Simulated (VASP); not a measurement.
# Hf3O (Pm-3m) in VASP: further runs

The runs below take Hf3O through relaxation of cell and atoms, single point, with PBE.

Program: VASP 6.6.1. These are calculated values, not measurements. Logs are shortened: lines on timing, memory, paths and dates and some standing lists are left out, and cuts for length are marked.

### Step 1. The cell of the first run

It takes space group Pm-3m (No. 221, cubic). The conventional cell has a = 4.015 Å, b = 4.015 Å, c = 4.015 Å, α = 90.00°, β = 90.00°, γ = 90.00°. Within 3.7 Å of Hf (site symmetry 4/mmm) lie 8 Hf at 2.84 Å and 4 O at 2.84 Å. O (site symmetry m-3m) has 12 Hf at 2.84 Å within 3.7 Å.

### Step 2. Relaxation of cell and atoms, PBE

File INCAR:

```
  PREC = Accurate
  ENCUT = 600
  EDIFF = 1E-6
  ISMEAR = 0
  SIGMA = 0.1
  LREAL = False
  LASPH = True
  NELM = 100
  ALGO = Normal
  ISIF = 3
  LWAVE = False
  LCHARG = False
  GGA = PE
  IBRION = 2
  NSW = 90
  EDIFFG = -0.04
```

File KPOINTS:

```
Automatic mesh
0
Gamma
  4 4 4
```

File POSCAR:

```
Hf3O
1.0
    4.0153381481      0.0000000000      0.0000000000
    0.0000000000      4.0153381481      0.0000000000
    0.0000000000      0.0000000000      4.0153381481
Hf O
3 1
Direct
    0.0000000000      0.5000000000      0.5000000000
    0.5000000000      0.0000000000      0.5000000000
    0.5000000000      0.5000000000      0.0000000000
    0.0000000000      0.0000000000      0.0000000000
```

Potentials or basis: VASP PAW PBE potentials, release 64 (Hf_pv, O).

Launch:

```bash
cat potpaw_PBE.64/Hf_pv/POTCAR potpaw_PBE.64/O/POTCAR > POTCAR
mpirun -np 1 vasp_std > vasp.out
```

OUTCAR:

```text
PREC = Accurate
   ENCUT = 600
   EDIFF = 1E-6
   ISMEAR = 0
   LREAL = False
   LASPH = True
   NELM = 100
   ISIF = 3
   GGA = PE
   IBRION = 2
   NSW = 90
   EDIFFG = -0.04

 ion  position               nearest neighbor table
   1  0.000  0.500  0.500-   2 2.84   3 2.84   4 2.84   3 2.84   4 2.84   2 2.84   4 2.84   4 2.84
                             2 2.84   3 2.84   3 2.84   2 2.84
   2  0.500  0.000  0.500-   1 2.84   3 2.84   4 2.84   3 2.84   4 2.84   1 2.84   3 2.84   3 2.84
                             1 2.84   4 2.84   4 2.84   1 2.84
   3  0.500  0.500  0.000-   1 2.84   2 2.84   4 2.84   1 2.84   2 2.84   2 2.84   4 2.84   2 2.84
                             1 2.84   4 2.84   1 2.84   4 2.84
   4  0.000  0.000  0.000-   1 2.84   2 2.84   3 2.84   1 2.84   2 2.84   1 2.84   3 2.84   1 2.84
                             2 2.84   3 2.84   2 2.84   3 2.84

  LATTYP: Found a simple cubic cell.
 ALAT       =     4.0153381481

  Lattice vectors:

 A1 = (   4.0153381481,   0.0000000000,   0.0000000000)
 A2 = (   0.0000000000,   4.0153381481,   0.0000000000)
 A3 = (   0.0000000000,   0.0000000000,   4.0153381481)

Analysis of symmetry for initial positions (statically):
=====================================================================
 Subroutine PRICEL returns:
 Original cell was already a primitive cell.

 Routine SETGRP: Setting up the symmetry group for a
 simple cubic supercell.

 Subroutine GETGRP returns: Found 48 space group operations
 (whereof 48 operations were pure point group operations)
 out of a pool of 48 trial point group operations.

The static configuration has the point symmetry O_h .

Analysis of symmetry for dynamics (positions and initial velocities):
=====================================================================
 Subroutine PRICEL returns:
 Original cell was already a primitive cell.

 Routine SETGRP: Setting up the symmetry group for a
 simple cubic supercell.

 Subroutine GETGRP returns: Found 48 space group operations
 (whereof 48 operations were pure point group operations)
 out of a pool of 48 trial point group operations.

The dynamic configuration has the point symmetry O_h .

 Subroutine INISYM returns: Found 48 space group operations
 (whereof 48 operations are pure point group operations),
 and found     1 'primitive' translations

----------------------------------------------------------------------------------------

                                     Primitive cell

  volume of cell :      64.7391

  direct lattice vectors                    reciprocal lattice vectors
     4.015338148  0.000000000  0.000000000     0.249045028  0.000000000  0.000000000
     0.000000000  4.015338148  0.000000000     0.000000000  0.249045028  0.000000000
     0.000000000  0.000000000  4.015338148     0.000000000  0.000000000  0.249045028

  length of vectors
     4.015338148  4.015338148  4.015338148     0.249045028  0.249045028  0.249045028

  position of ions in fractional coordinates (direct lattice)
     0.000000000  0.500000000  0.500000000
     0.500000000  0.000000000  0.500000000
     0.500000000  0.500000000  0.000000000
     0.000000000  0.000000000  0.000000000

  ion indices of the primitive-cell ions
   primitive index   ion index
                 1           1
                 2           2
                 3           3
                 4           4

----------------------------------------------------------------------------------------

 KPOINTS: Automatic mesh

Automatic generation of k-mesh.
 Grid dimensions read from file:
 generate k-points for:    4    4    4

 Generating k-lattice:

  Cartesian coordinates                     Fractional coordinates (reciprocal lattice)
     0.062261257  0.000000000  0.000000000     0.250000000  0.000000000  0.000000000
     0.000000000  0.062261257  0.000000000     0.000000000  0.250000000  0.000000000
     0.000000000  0.000000000  0.062261257     0.000000000  0.000000000  0.250000000

  Length of vectors
     0.062261257  0.062261257  0.062261257

  Shift w.r.t. Gamma in fractional coordinates (k-lattice)
     0.000000000  0.000000000  0.000000000

 Subroutine IBZKPT returns following result:
 ===========================================

 Found     10 irreducible k-points:

 Following reciprocal coordinates:
            Coordinates               Weight
  0.000000  0.000000  0.000000      1.000000
  0.250000  0.000000  0.000000      6.000000
  0.500000  0.000000  0.000000      3.000000
  0.250000  0.250000  0.000000     12.000000
  0.500000  0.250000  0.000000     12.000000
  0.500000  0.500000  0.000000      3.000000
  0.250000  0.250000  0.250000      8.000000
  0.500000  0.250000  0.250000     12.000000
  0.500000  0.500000  0.250000      6.000000
  0.500000  0.500000  0.500000      1.000000
   k-points           NKPTS =     10   k-points in BZ     NKDIM =     10   number of bands    NBANDS=     22
   number of dos      NEDOS =    301   number of ions     NIONS =      4
   total plane-waves  NPLWV =  32768
   dimension x,y,z NGX =    32 NGY =   32 NGZ =   32
   dimension x,y,z NGXF=    64 NGYF=   64 NGZF=   64
   ions per type =               3   1
   NGX,Y,Z   is equivalent  to a cutoff of  13.25, 13.25, 13.25 a.u.
   NGXF,Y,Z  is equivalent  to a cutoff of  26.50, 26.50, 26.50 a.u.
 SYSTEM =  unknown system
   PREC   = accura    normal or accurate (medium, high low for compatibility)
   ISTART =      0    job   : 0-new  1-cont  2-samecut
   ICHARG =      2    charge: 1-file 2-atom 10-const
   ISPIN  =      1    spin polarized calculation?
   LNONCOLLINEAR =      F non collinear calculations
   LSORBIT =      F    spin-orbit coupling
   LASPH  =      T    aspherical Exc in radial PAW
   ENCUT  =  600.0 eV  44.10 Ry    6.64 a.u.   8.02  8.02  8.02*2*pi/ulx,y,z
   NELM   =    100;   NELMIN=  2; NELMDL= -5     # of ELM steps
   EDIFF  = 0.1E-05   stopping-criterion for ELM
   LREAL  =      F    real-space projection
   EDIFFG = -.4E-01   stopping-criterion for IOM
   NSW    =     90    number of steps for IOM
   IBRION =      2    ionic relax: 0-MD 1-quasi-New 2-CG
   NFREE  =      1    steps in history (QN), initial steepest desc. (CG)
   ISIF   =      3    stress and relaxation
   ISYM   =      2    0-nonsym 1-usesym 2-fastsym
   POTIM  = 0.5000    time-step for ionic-motion
   TEBEG  =    0.0;   TEEND  =   0.0 temperature during run
   PSTRESS=    0.0 pullay stress
   NELECT =      36.0000    total number of electrons
   NUPDOWN=      -1.0000    fix difference up-down
   EMIN   =  10.00;   EMAX   =-10.00  energy-range for DOS
   EFERMI =   0.00;   METHOD = LEGACY
   ISMEAR =     0;   SIGMA  =   0.10  broadening in eV -4-tet -1-fermi 0-gaus
   EFERMI_NEDOS =   21; number of points for ismear=-14 and -15
   IALGO  =     38    algorithm
   IMIX   =      4    mixing-type and parameters
     AMIX     =   0.40;   BMIX     =  1.00
     AMIX_MAG =   1.60;   BMIX_MAG =  1.00
  volume/ion in A,a.u.               =      16.18       109.22
  Fermi-wavevector in a.u.,A,eV,Ry     =   1.346233  2.544011 24.658425  1.812343
  Thomas-Fermi vector in A             =   2.474081
   LORBIT       =      0    0 simple, 1 ext, 2 COOP (PROOUT), +10 PAW based schemes
   GGA     = PE    functional components
   LHFCALC =     F    Hartree Fock is set to
   AEXX    =    0.0000 exact exchange contribution
   IVDW    =     0    specifies the selected vdW correction
   LEPSILON=     F    determine dielectric tensor
   LRPA    =     F    only Hartree local field effects (RPA)
 conjugate gradient relaxation of ions
 non-spin polarized calculation
 Gauss-broadening in eV      SIGMA  =   0.10
  energy-cutoff  :      600.00
  volume of cell :       64.74
 maximum number of plane-waves:      2176
   NGX = 17   NGY = 17   NGZ = 17

--------------------------------------- Ionic step        1  -------------------------------------------

 number of electron      35.9999997 magnetization

 Free energy of the ion-electron system (eV)
  ---------------------------------------------------
  ext. energy  EPLUGINS =         0.00000000
  ---------------------------------------------------
  free energy    TOTEN  =       -33.35200016 eV

  energy without entropy =      -33.33152994  energy(sigma->0) =      -33.34176505

------------------------ aborting loop because EDIFF is reached ----------------------------------------

  FORCE on cell =-STRESS in cart. coord.  units (eV):
  Direction    XX          YY          ZZ          XY          YZ          ZX
  --------------------------------------------------------------------------------------
  -------------------------------------------------------------------------------------
  Total        6.9856173      6.9856173      6.9856173      0.0000000     -0.0000000      0.0000000
  in kB      172.8816888    172.8816888    172.8816888      0.0000000     -0.0000000      0.0000000
  external PRESSURE =     172.8816888 kB  Pullay stress =       0.0000000 kB
[... 61 lines left out ...]
  energy  without entropy=      -33.5630827050  energy(sigma->0) =      -33.57346604

--------------------------------------- Ionic step        3  -------------------------------------------

 number of electron      35.9999991 magnetization

 Free energy of the ion-electron system (eV)
  ---------------------------------------------------
  ext. energy  EPLUGINS =         0.00000000
  ---------------------------------------------------
  free energy    TOTEN  =       -33.82100647 eV

  energy without entropy =      -33.79882149  energy(sigma->0) =      -33.80991398

 E-fermi :   4.7688     XC(G=0): -11.2940

 val. band max:        4.7603112376   @ k =   0.5000   0.2500   0.2500
 cond. band min:       4.8317141983   @ k =   0.5000   0.2500   0.0000
 fundamental gap:      0.0714029607
 Fermi energy:         4.7688011704

 k-point     1 :       0.0000    0.0000    0.0000
  band No.  band energies     occupation
      1     -26.1940      2.00000
      2     -26.1940      2.00000
      3     -26.1940      2.00000
      4     -25.6937      2.00000
      5     -25.6937      2.00000
      6     -25.6937      2.00000
[... 270 lines left out ...]
  FREE ENERGIE OF THE ION-ELECTRON SYSTEM (eV)
  ---------------------------------------------------
  free  energy   TOTEN  =       -33.8210064714 eV

  energy  without entropy=      -33.7988214941  energy(sigma->0) =      -33.80991398

 reached required accuracy - stopping structural energy minimisation
```

Wall time 22 s (1 thread of Intel Xeon 6975P-C (Granite Rapids), shared host); peak memory 0.19 GiB.

What came out:

```
Free energy                            : -33.8210 eV
Relaxed volume                         : 18.61 Å³/atom
Relaxed cell                           : a = 4.207 Å, b = 4.207 Å, c = 4.207 Å, α = 90.00°, β = 90.00°, γ = 90.00°
Space group after relaxing (to 0.05 Å) : Pm-3m (No. 221)
Energy gained by relaxing              : 117.3 meV/atom
Ionic steps                            : 3
Pressure after relaxing                : -0.1 GPa
Band gap on the k mesh                 : zero (band 18 reaches 5.80 eV, above the bottom of band 19 at 3.06 eV)
```

The path:
| step | energy change (eV) | largest force (eV/Å) | pressure (GPa) | volume (Å³) |
| --- | --- | --- | --- | --- |
| 1 | 0.0000 | 0.0000 | 17.29 | 64.74 |
| 2 | -0.2318 | 0.0000 | -8.61 | 82.52 |
| 3 | -0.4690 | 0.0000 | -0.11 | 74.44 |

Final structure:
```xyz
4
Lattice="4.2066 0.0000 0.0000 0.0000 4.2066 0.0000 0.0000 0.0000 4.2066" Properties=species:S:1:pos:R:3 pbc="T T T"
Hf    0.0000    2.1033    2.1033
Hf    2.1033    0.0000    2.1033
Hf    2.1033    2.1033    0.0000
O     0.0000    0.0000    0.0000
```

Levels at points of the mesh, in eV from the Fermi level:
| k point | band 14 | band 15 | band 16 | band 17 | band 18 | band 19 | band 20 | band 21 | band 22 |
| --- | --- | --- | --- | --- | --- | --- | --- | --- | --- |
| (0.00, 0.00, 0.00) | -3.49 | -2.52 | -2.18 | -2.18 | -1.70 | -1.70 | -1.70 | 3.43 | 3.43 |
| (0.50, 0.00, 0.00) | -3.19 | -1.63 | -1.16 | -0.08 | -0.06 | 0.94 | 0.94 | 1.12 | 1.12 |
| (0.50, 0.50, 0.00) | -1.86 | -1.09 | -1.09 | -0.35 | 0.90 | 1.15 | 1.15 | 1.20 | 1.20 |
| (0.50, 0.50, 0.50) | -3.08 | -3.08 | -3.08 | -0.94 | 1.03 | 1.03 | 1.03 | 1.53 | 2.98 |

Caveat: the k points lie up to 0.37 Å⁻¹ apart in the final cell; spin-orbit coupling is left out, which moves the levels of the heavy elements.

### Step 3. Single point, PBE

This run uses another cell than the first one, of 18.75 Å³/atom, 1.158 times its volume.

File INCAR:

```
ALGO     = Normal         # electronic algorithm
EDIFF    = 1E-7           # SCF threshold, eV
ENCUT    = 520            # plane-wave cutoff, eV
GGA      = PE             # functional
ISIF     = 2              # what is computed and relaxed
ISMEAR   = 0              # smearing method
LASPH    = T              # aspherical terms in the spheres
LCHARG   = F              # write CHGCAR
LREAL    = F              # projectors in reciprocal space
LWAVE    = F              # write WAVECAR
NBANDS   = 26             # bands
NELM     = 100            # most SCF steps
PREC     = Accurate       # precision mode
SIGMA    = 0.1            # smearing width, eV
```

File KPOINTS:

```
k-points
0
Gamma
  12 12 12
```

File POSCAR:

```
Hf3O
1.0
    4.2170534946      0.0000000000      0.0000000000
    0.0000000000      4.2170534946      0.0000000000
    0.0000000000      0.0000000000      4.2170534946
Hf O
3 1
Direct
    0.0000000000      0.5000000000      0.5000000000
    0.5000000000      0.0000000000      0.5000000000
    0.5000000000      0.5000000000      0.0000000000
    0.0000000000      0.0000000000      0.0000000000
```

Potentials or basis: VASP PAW PBE potentials, release 64 (Hf_pv, O).

Launch:

```bash
cat potpaw_PBE.64/Hf_pv/POTCAR potpaw_PBE.64/O/POTCAR > POTCAR
mpirun -np 1 vasp_std > vasp.out
```

Run time: 59 s. Hardware: 1 thread of Intel Xeon 6975P-C (Granite Rapids), shared host; peak memory 0.26 GiB.

It converged, with:

```yaml
Free_energy: -33.7436 eV
Pressure: -0.5 GPa
Band_gap_on_the_k_mesh: zero (band 18 reaches 5.73 eV, above the bottom of band 19 at 3.02 eV)
```

Levels at points of the mesh, in eV from the Fermi level:
| k point | band 15 | band 16 | band 17 | band 18 | band 19 | band 20 | band 21 | band 22 |
| --- | --- | --- | --- | --- | --- | --- | --- | --- |
| (0.00, 0.00, 0.00) | -2.47 | -2.14 | -2.14 | -1.66 | -1.66 | -1.66 | 3.43 | 3.43 |
| (0.50, 0.00, 0.00) | -1.62 | -1.13 | -0.04 | -0.03 | 0.95 | 0.95 | 1.14 | 1.14 |
| (0.50, 0.50, 0.00) | -1.06 | -1.06 | -0.33 | 0.91 | 1.16 | 1.16 | 1.22 | 1.22 |
| (0.50, 0.50, 0.50) | -3.05 | -3.05 | -0.90 | 1.05 | 1.05 | 1.05 | 1.51 | 2.99 |

Caveat: spin-orbit coupling is left out, which moves the levels of the heavy elements.

### Step 4. Relaxation of cell and atoms, PBE

This run uses another cell than the first one, of 18.67 Å³/atom, 1.153 times its volume.

File INCAR:

```
  PREC = Accurate
  ENCUT = 600
  EDIFF = 1E-6
  ISMEAR = 0
  SIGMA = 0.1
  LREAL = False
  LASPH = True
  NELM = 80
  ALGO = Normal
  ISIF = 3
  LWAVE = False
  LCHARG = False
  GGA = PE
  IBRION = 2
  NSW = 100
  EDIFFG = -0.01
```

File KPOINTS:

```
regular mesh
0
Gamma
  12 12 12
```

File POSCAR:

```
Hf3O
1.0
    4.2110858828      0.0000000000      0.0000000000
    0.0000000000      4.2110858828      0.0000000000
    0.0000000000      0.0000000000      4.2110858828
Hf O
3 1
Direct
    0.0000000000      0.5000000000      0.5000000000
    0.5000000000      0.0000000000      0.5000000000
    0.5000000000      0.5000000000      0.0000000000
    0.0000000000      0.0000000000      0.0000000000
```

Launch:

```bash
cat potpaw_PBE.64/Hf_pv/POTCAR potpaw_PBE.64/O/POTCAR > POTCAR
mpirun -np 1 vasp_std > vasp.out
```

It took 1.8 min on 1 thread of Intel Xeon 6975P-C (Granite Rapids), shared host; peak memory 0.31 GiB.

It converged, with:

```yaml
Free_energy: -33.7456 eV
Relaxed_volume: 18.63 Å³/atom
Relaxed_cell: a = 4.208 Å, b = 4.208 Å, c = 4.208 Å, α = 90.00°, β = 90.00°, γ = 90.00°
Space_group_after_relaxing_to_0.05_Å: Pm-3m (No. 221)
Energy_gained_by_relaxing: 0.0 meV/atom
Ionic_steps: 2
Pressure_after_relaxing: 0.1 GPa
Band_gap_on_the_k_mesh: zero (band 18 reaches 5.78 eV, above the bottom of band 19 at 3.05 eV)
```

Final structure:
```
Hf O
1.0
     4.20795    0.00000    0.00000
     0.00000    4.20795    0.00000
     0.00000    0.00000    4.20795
Hf O
3 1
Direct
  0.00000 0.50000 0.50000
  0.50000 0.00000 0.50000
  0.50000 0.50000 0.00000
  0.00000 0.00000 0.00000
```

Levels at points of the mesh, in eV from the Fermi level:
```
           k point  band 16  band 17  band 18  band 19  band 20  band 21
(0.00, 0.00, 0.00)    -2.16    -2.16    -1.68    -1.68    -1.68     3.45
(0.50, 0.00, 0.00)    -1.14    -0.04    -0.03     0.96     0.96     1.14
(0.50, 0.50, 0.00)    -1.06    -0.33     0.93     1.17     1.17     1.23
(0.50, 0.50, 0.50)    -3.06    -0.91     1.05     1.05     1.05     1.54
```

Caveat: spin-orbit coupling is left out, which moves the levels of the heavy elements.

### Step 5. The runs side by side

```tsv
task	cell	k mesh	cutoff (eV)	gap on the mesh (eV)	pressure (GPa)	relaxed volume (Å³/atom)
relaxation of cell and atoms	relaxed from a = 4.015 Å, 4 atoms	4 × 4 × 4	600	none	-0.1	18.61
single point	a = 4.217 Å, 4 atoms	12 × 12 × 12	520	none	-0.5	-
relaxation of cell and atoms	relaxed from a = 4.211 Å, 4 atoms	12 × 12 × 12	600	none	0.1	18.63
```

Alike in all rows: level PBE; potentials or basis VASP PAW PBE potentials, release 64 (Hf_pv, O); no spin polarisation; smearing gaussian 0.1 eV.

Caveats: some runs use coarse meshes; spin-orbit coupling is left out, which moves the levels of the heavy elements.

Absolute energies hang on the potentials; compare differences alone.
